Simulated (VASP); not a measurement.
Set up this calculation in VASP 6.6.1, as the native input.

```
Task                   : single point
Functional             : PBE
Potentials or basis    : VASP PAW PBE potentials, release 64 (Pt)
Cutoff                 : 520 eV
k mesh                 : 18 × 18 × 10
Occupations            : gaussian, width 0.15 eV
Spin                   : no spin polarisation
Dipole correction      : no
Further INCAR settings : ALGO = Fast; EDIFF = 1e-07; NBANDS = 17
```

The structure of Pt lies in POSCAR:

```
Pt
1.0
    2.4826856532      0.0000000000      0.0000000000
   -1.2413428266      2.0306205761      0.0000000000
    0.0000000000      0.0000000000      4.7813829983
Pt
2
Direct
    0.6666666667      0.3333333333      0.7500000000
    0.3333333333      0.6666666667      0.2500000000
```

This cell differs from its parent crystal: normal strain along x -0.1000, normal strain along y -0.1500.

One way to write it, as run:

INCAR

```
SYSTEM = Pt
  PREC = Accurate
  ENCUT = 520
  EDIFF = 1E-7
  ISMEAR = 0
  SIGMA = 0.15
  LREAL = .FALSE.
  LASPH = .TRUE.
  NELM = 60
  ALGO = Fast
  ISIF = 2
  LWAVE = .FALSE.
  LCHARG = .TRUE.
  GGA = PE
  LELF = .TRUE.
  LVHAR = .TRUE.
  NBANDS = 17
```

KPOINTS

```
Automatic mesh
0
G
  18 18 10
  0 0 0
```

Potentials or basis: VASP PAW PBE potentials, release 64 (Pt).

The run is started by

```sh
$ cat potpaw_PBE.64/Pt/POTCAR > POTCAR
$ mpirun -np 1 vasp_std > vasp.out
```

Results of the run:

- Pressure: 158.0 GPa
- Largest force: 0.013 eV/Å
- Band gap on the k mesh: zero (band 10 reaches 18.09 eV, above the bottom of band 11 at 14.81 eV)

Caveat: the cell differs from its parent crystal (normal strain along x -0.1000, normal strain along y -0.1500); spin-orbit coupling is left out, which moves the levels of the heavy elements.

Run time: 3.3 min on 1 thread of Intel(R) Xeon(R) Platinum 8259CL CPU @ 2.50GHz (Skylake/Cascade Lake), with other jobs on the host, peak memory 0.29 GiB.
